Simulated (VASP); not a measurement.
Input of a VASP 6.6.1 run:

Contents of INCAR:

```
SYSTEM = WC
  PREC = Accurate
  ENCUT = 520
  EDIFF = 1E-6
  ISMEAR = 0
  SIGMA = 0.15
  LREAL = .FALSE.
  LASPH = .TRUE.
  NELM = 80
  ALGO = Normal
  ISIF = 2
  LWAVE = .FALSE.
  LCHARG = .FALSE.
  GGA = PS
  NBANDS = 16
```

Contents of KPOINTS:

```
Automatic mesh
0
G
  20 20 20
  0 0 0
```

Contents of POSCAR:

```
WC
1.0
    0.0000000000      1.9535577063      2.7623305968
    1.9535577063      0.0000000000      2.7623305968
    1.9535577063      1.9535577063      0.0000000000
W C
1 1
Direct
    0.0000000000      0.0000000000      0.0000000000
    0.5000000000      0.5000000000      0.5000000000
```

Potentials or basis: VASP PAW PBE potentials, release 64 (W_sv, C).

Command:

```sh
$ cat potpaw_PBE.64/W_sv/POTCAR potpaw_PBE.64/C/POTCAR > POTCAR
$ mpirun -np 1 vasp_std > vasp.out
```

(1) Estimate the pressure.

(2) Estimate the band gap on the k mesh.

## Answers

(1) 68.2 GPa.

(2) zero (bands 9 and 10 overlap by 3.91 eV).

Caveat: the cell stands under pressure; the PAW data sets were made with another functional, which shifts forces and pressure a little; spin-orbit coupling is left out, which moves the levels of the heavy elements.
